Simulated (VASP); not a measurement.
# Re (Pm-3m) in VASP: further runs, part 2 of 2

VASP 6.6.1. The steps go on from the part before.

## 5. Single point, PBE (volume scaled by 0.68)

INCAR

```
PREC = Accurate
ENCUT = 520
EDIFF = 1E-6
ISMEAR = -1
SIGMA = 0.08
LREAL = False
LASPH = True
NELM = 60
ALGO = Normal
ISIF = 2
LWAVE = False
LCHARG = False
GGA = PE
NBANDS = 10
```

KPOINTS

```
regular mesh
0
Gamma
  15 15 15
```

POSCAR

```
Re
1.0
    2.2672116771      0.0000000000      0.0000000000
    0.0000000000      2.2672116771      0.0000000000
    0.0000000000      0.0000000000      2.2672116771
Re
1
Direct
    0.0000000000      0.0000000000      0.0000000000
```

Potentials or basis: VASP PAW PBE potentials, release 64 (Re).

Command:

```sh
> cat potpaw_PBE.64/Re/POTCAR > POTCAR
> mpirun -np 1 vasp_std > vasp.out
```

OUTCAR:

```text
PREC = Accurate
   ENCUT = 520
   EDIFF = 1E-6
   ISMEAR = -1
   LREAL = False
   LASPH = True
   NELM = 60
   ISIF = 2
   GGA = PE

 ion  position               nearest neighbor table
   1  0.000  0.000  0.000-

  LATTYP: Found a simple cubic cell.
 ALAT       =     2.2672116771

  Lattice vectors:

 A1 = (   2.2672116771,   0.0000000000,   0.0000000000)
 A2 = (   0.0000000000,   2.2672116771,   0.0000000000)
 A3 = (   0.0000000000,   0.0000000000,   2.2672116771)

Analysis of symmetry for initial positions (statically):
=====================================================================
 Subroutine PRICEL returns:
 Original cell was already a primitive cell.

 Routine SETGRP: Setting up the symmetry group for a
 simple cubic supercell.

 Subroutine GETGRP returns: Found 48 space group operations
 (whereof 48 operations were pure point group operations)
 out of a pool of 48 trial point group operations.

The static configuration has the point symmetry O_h .

Analysis of symmetry for dynamics (positions and initial velocities):
=====================================================================
 Subroutine PRICEL returns:
 Original cell was already a primitive cell.

 Routine SETGRP: Setting up the symmetry group for a
 simple cubic supercell.

 Subroutine GETGRP returns: Found 48 space group operations
 (whereof 48 operations were pure point group operations)
 out of a pool of 48 trial point group operations.

The dynamic configuration has the point symmetry O_h .

 Subroutine INISYM returns: Found 48 space group operations
 (whereof 48 operations are pure point group operations),
 and found     1 'primitive' translations

----------------------------------------------------------------------------------------

                                     Primitive cell
[... 105 lines left out ...]
   EFERMI_NEDOS =   21; number of points for ismear=-14 and -15
   IALGO  =     38    algorithm
   IMIX   =      4    mixing-type and parameters
     AMIX     =   0.40;   BMIX     =  1.00
     AMIX_MAG =   1.60;   BMIX_MAG =  1.00
  volume/ion in A,a.u.               =      11.65        78.65
  Fermi-wavevector in a.u.,A,eV,Ry     =   1.381281  2.610243 25.959070  1.907938
  Thomas-Fermi vector in A             =   2.506080
   LORBIT       =      0    0 simple, 1 ext, 2 COOP (PROOUT), +10 PAW based schemes
   GGA     = PE    functional components
   LHFCALC =     F    Hartree Fock is set to
   AEXX    =    0.0000 exact exchange contribution
   IVDW    =     0    specifies the selected vdW correction
   LEPSILON=     F    determine dielectric tensor
   LRPA    =     F    only Hartree local field effects (RPA)
 non-spin polarized calculation
  energy-cutoff  :      520.00
  volume of cell :       11.65
 maximum number of plane-waves:       320
 NGX is ok and might be reduce to    18
   NGX =  9   NGY =  9   NGZ =  9

 number of electron       6.9999998 magnetization

 Free energy of the ion-electron system (eV)
  ---------------------------------------------------
  ext. energy  EPLUGINS =         0.00000000
  ---------------------------------------------------
  free energy    TOTEN  =        -8.33875591 eV

  energy without entropy =       -8.32220020  energy(sigma->0) =       -8.33047806

 E-fermi :  11.8544     XC(G=0): -14.8840

 val. band max:       11.8523982771   @ k =   0.4000   0.2667   0.2667
 cond. band min:      11.8663177896   @ k =   0.4000   0.4000   0.0667
 fundamental gap:      0.0139195125
 Fermi energy:        11.8544202292

 k-point     1 :       0.0000    0.0000    0.0000
  band No.  band energies     occupation
      1      -0.0490      2.00000
      2       3.1703      2.00000
      3       3.1703      2.00000
      4      17.9317      0.00000
      5      17.9318      0.00000
      6      17.9318      0.00000
      7      30.8846      0.00000
      8      30.8846      0.00000
      9      30.8846      0.00000
     10      38.9988      0.00000
[... 287 lines left out ...]
 k-point    24 :       0.3333    0.2000    0.0000
  band No.  band energies     occupation
      1       4.0528      2.00000
      2       5.8364      2.00000
      3       8.6412      2.00000
      4      12.9330      0.00000
      5      13.0463      0.00000
      6      15.8586      0.00000
      7      25.0499      0.00000
      8      30.8694      0.00000
      9      32.9686      0.00000
     10      41.1242      0.00000

 [... further k-points ...]
[... 5 lines left out ...]
  --------------------------------------------------------------------------------------
  -------------------------------------------------------------------------------------
  Total       16.2878259     16.2878259     16.2878259      0.0000000      0.0000000      0.0000000
  in kB     2239.2237459   2239.2237459   2239.2237459      0.0000000      0.0000000      0.0000000
  external PRESSURE =    2239.2237459 kB  Pullay stress =       0.0000000 kB

 VOLUME and BASIS-vectors are now :
 -----------------------------------------------------------------------------
  energy-cutoff  :      520.00
  volume of cell :       11.65
      direct lattice vectors                 reciprocal lattice vectors
     2.267211677  0.000000000  0.000000000     0.441070417  0.000000000  0.000000000
     0.000000000  2.267211677  0.000000000     0.000000000  0.441070417  0.000000000
     0.000000000  0.000000000  2.267211677     0.000000000  0.000000000  0.441070417

 POSITION                                       TOTAL-FORCE (eV/Angst)
 -----------------------------------------------------------------------------------
      0.00000      0.00000      0.00000         0.000000      0.000000      0.000000
 -----------------------------------------------------------------------------------
    total drift:                                0.000000      0.000000      0.000000

  FREE ENERGIE OF THE ION-ELECTRON SYSTEM (eV)
  ---------------------------------------------------
  free  energy   TOTEN  =        -8.3387559094 eV

  energy  without entropy=       -8.3222002025  energy(sigma->0) =       -8.33047806
```

OSZICAR:

```text
N       E                     dE             d eps       ncg     rms          rms(c)
DAV:   1     0.114095933604E+02    0.11410E+02   -0.36865E+03  3720   0.838E+02
DAV:   2    -0.831905620094E+01   -0.19729E+02   -0.18077E+02  3658   0.185E+02
DAV:   3    -0.875207280257E+01   -0.43302E+00   -0.42168E+00  3992   0.495E+01
DAV:   4    -0.875411715618E+01   -0.20444E-02   -0.20425E-02  3882   0.172E+00
DAV:   5    -0.875412281358E+01   -0.56574E-05   -0.56580E-05  3630   0.376E-02    0.475E+01
DAV:   6    -0.848426772743E+01    0.26986E+00   -0.48781E-02  3808   0.219E+00    0.286E+01
DAV:   7    -0.833864631555E+01    0.14562E+00   -0.10164E-01  3644   0.251E+00    0.202E-01
DAV:   8    -0.833873626170E+01   -0.89946E-04   -0.17703E-03  3536   0.395E-01    0.110E-01
DAV:   9    -0.833876364973E+01   -0.27388E-04   -0.61397E-05  3816   0.705E-02    0.447E-02
DAV:  10    -0.833875597200E+01    0.76777E-05   -0.36259E-06  2862   0.964E-02    0.338E-03
DAV:  11    -0.833875590939E+01    0.62609E-07   -0.58928E-08  1792   0.936E-03
   1 F= -.83387559E+01 E0= -.83304781E+01  d E =-.165557E-01
```

Wall time 23 s (1 thread of Intel Xeon 8259CL, shared host); peak memory 0.13 GiB.

What came out:

```yaml
Free_energy: -8.3388 eV
Pressure: 223.9 GPa
```

Caveat: spin-orbit coupling is left out, which moves the levels of the heavy elements.
